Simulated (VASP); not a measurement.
# NbSb (P4/nmm) in VASP: a series of runs, part 2 of 2

VASP 6.6.1.

## 3. Single point, PBE

Contents of INCAR:

```
SYSTEM = NbSb
ALGO     = Normal         ! electronic algorithm
EDIFF    = 1E-7           ! SCF threshold, eV
ENCUT    = 520            ! plane-wave cutoff, eV
GGA      = PE             ! functional
ISIF     = 2              ! what is computed and relaxed
ISMEAR   = 0              ! smearing method
LASPH    = .True.         ! aspherical terms in the spheres
LCHARG   = .False.        ! write CHGCAR
LREAL    = .False.        ! projectors in reciprocal space
LWAVE    = .False.        ! write WAVECAR
NBANDS   = 26             ! bands
NELM     = 100            ! most SCF steps
PREC     = Accurate       ! precision mode
SIGMA    = 0.1            ! smearing width, eV
```

Contents of KPOINTS:

```
k-points
0
Gamma
  14 14 8
  0 0 0
```

Contents of POSCAR:

```
NbSb
1.0
    3.5910357707      0.0000000000      0.0000000000
    0.0000000000      3.5910357707      0.0000000000
    0.0000000000      0.0000000000      6.5124535120
Nb Sb
2 2
Direct
    0.5000000000      0.0000000000      0.8698769358
    0.0000000000      0.5000000000      0.1301230642
    0.5000000000      0.0000000000      0.3293069448
    0.0000000000      0.5000000000      0.6706930552
```

Potentials or basis: VASP PAW PBE potentials, release 64 (Nb_sv, Sb).

Run with:

```console
$ cat potpaw_PBE.64/Nb_sv/POTCAR potpaw_PBE.64/Sb/POTCAR > POTCAR
$ mpirun -np 1 vasp_std > vasp.out
```

OUTCAR:

```text
SYSTEM = NbSb
   EDIFF = 1E-7
   ENCUT = 520
   GGA = PE
   ISIF = 2
   ISMEAR = 0
   LASPH = .True.
   LREAL = .False.
   NELM = 100
   PREC = Accurate

 ion  position               nearest neighbor table
   1  0.500  0.000  0.870-   4 2.85   4 2.85   4 2.85   4 2.85   3 2.99
   2  0.000  0.500  0.130-   3 2.85   3 2.85   3 2.85   3 2.85   4 2.99
   3  0.500  0.000  0.329-   2 2.85   2 2.85   2 2.85   2 2.85   1 2.99   4 3.38   4 3.38   4 3.38
                             4 3.38
   4  0.000  0.500  0.671-   1 2.85   1 2.85   1 2.85   1 2.85   2 2.99   3 3.38   3 3.38   3 3.38
[... 902 lines left out ...]
  --------------------------------------------------------------------------------------
  -------------------------------------------------------------------------------------
  Total       -0.1516261     -0.1516261     -0.0826824      0.0000000      0.0000000      0.0000000
  in kB       -2.8926800     -2.8926800     -1.5773924      0.0000000      0.0000000      0.0000000
  external PRESSURE =      -2.4542508 kB  Pullay stress =       0.0000000 kB

 VOLUME and BASIS-vectors are now :
 -----------------------------------------------------------------------------
  energy-cutoff  :      520.00
  volume of cell :       83.98
      direct lattice vectors                 reciprocal lattice vectors
     3.591035771  0.000000000  0.000000000     0.278471189  0.000000000  0.000000000
     0.000000000  3.591035771  0.000000000     0.000000000  0.278471189  0.000000000
     0.000000000  0.000000000  6.512453512     0.000000000  0.000000000  0.153551960

 POSITION                                       TOTAL-FORCE (eV/Angst)
 -----------------------------------------------------------------------------------
      1.79552      0.00000      5.66503         0.000000     -0.000000     -0.010302
      0.00000      1.79552      0.84742        -0.000000     -0.000000      0.010302
      1.79552      0.00000      2.14460        -0.000000     -0.000000      0.004795
      0.00000      1.79552      4.36786        -0.000000      0.000000     -0.004795
 -----------------------------------------------------------------------------------
    total drift:                                0.000000      0.000000     -0.000000

  FREE ENERGIE OF THE ION-ELECTRON SYSTEM (eV)
  ---------------------------------------------------
  free  energy   TOTEN  =       -29.5860520034 eV

  energy  without entropy=      -29.5796096540  energy(sigma->0) =      -29.58283083
```

OSZICAR:

```text
N       E                     dE             d eps       ncg     rms          rms(c)
DAV:   1     0.358184332306E+03    0.35818E+03   -0.17668E+04  9368   0.131E+03
DAV:   2    -0.999351578158E+00   -0.35918E+03   -0.35020E+03 12300   0.468E+02
DAV:   3    -0.283472939863E+02   -0.27348E+02   -0.26843E+02 16070   0.101E+02
DAV:   4    -0.307396389613E+02   -0.23923E+01   -0.23719E+01 14536   0.261E+01
DAV:   5    -0.308285523221E+02   -0.88913E-01   -0.88849E-01 15432   0.454E+00    0.987E+00
DAV:   6    -0.297399051804E+02    0.10886E+01   -0.32982E+00 14268   0.129E+01    0.344E+00
DAV:   7    -0.295967389886E+02    0.14317E+00   -0.59912E-01 13382   0.415E+00    0.213E+00
DAV:   8    -0.295855281564E+02    0.11211E-01   -0.11576E-01 14220   0.262E+00    0.865E-01
DAV:   9    -0.295859986862E+02   -0.47053E-03   -0.15474E-02 12862   0.104E+00    0.266E-01
DAV:  10    -0.295860796087E+02   -0.80923E-04   -0.43580E-03 12634   0.461E-01    0.597E-02
DAV:  11    -0.295860436573E+02    0.35951E-04   -0.42035E-04 15052   0.175E-01    0.273E-02
DAV:  12    -0.295860540270E+02   -0.10370E-04   -0.33174E-05 13244   0.442E-02    0.109E-02
DAV:  13    -0.295860525331E+02    0.14939E-05   -0.36886E-06 14750   0.213E-02    0.303E-03
DAV:  14    -0.295860520896E+02    0.44342E-06   -0.75395E-07 12222   0.910E-03    0.116E-03
DAV:  15    -0.295860520034E+02    0.86276E-07   -0.34308E-08  6362   0.156E-03
   1 F= -.29586052E+02 E0= -.29582831E+02  d E =-.644235E-02
```

stdout:

```text
POSCAR found type information on POSCAR NbSb
 POSCAR found :  2 types and       4 ions
 scaLAPACK will be used
 LDA part: xc-table for (Slater+PW92), standard interpolation
 POSCAR, INCAR and KPOINTS ok, starting setup
 FFT: planning ... GRIDC
 FFT: planning ... GRID_SOFT
 FFT: planning ... GRID
 WAVECAR not read
 entering main loop
```

Wall time 5.3 min (1 thread of Intel Xeon Platinum 8259CL at 2.50GHz (Skylake/Cascade Lake), shared host); peak memory 0.44 GiB.

What came out:

- Free energy: -29.5861 eV
- Pressure: -0.2 GPa
- Largest force: 0.010 eV/Å
- Band gap on the k mesh: zero (bands 18 and 19 overlap by 0.43 eV)

Forces on the atoms (eV/Å):
```
Nb   0.000  0.000 -0.010
Nb   0.000  0.000  0.010
Sb   0.000  0.000  0.005
Sb   0.000  0.000 -0.005
```

Caveat: spin-orbit coupling is left out, which moves the levels of the heavy elements.
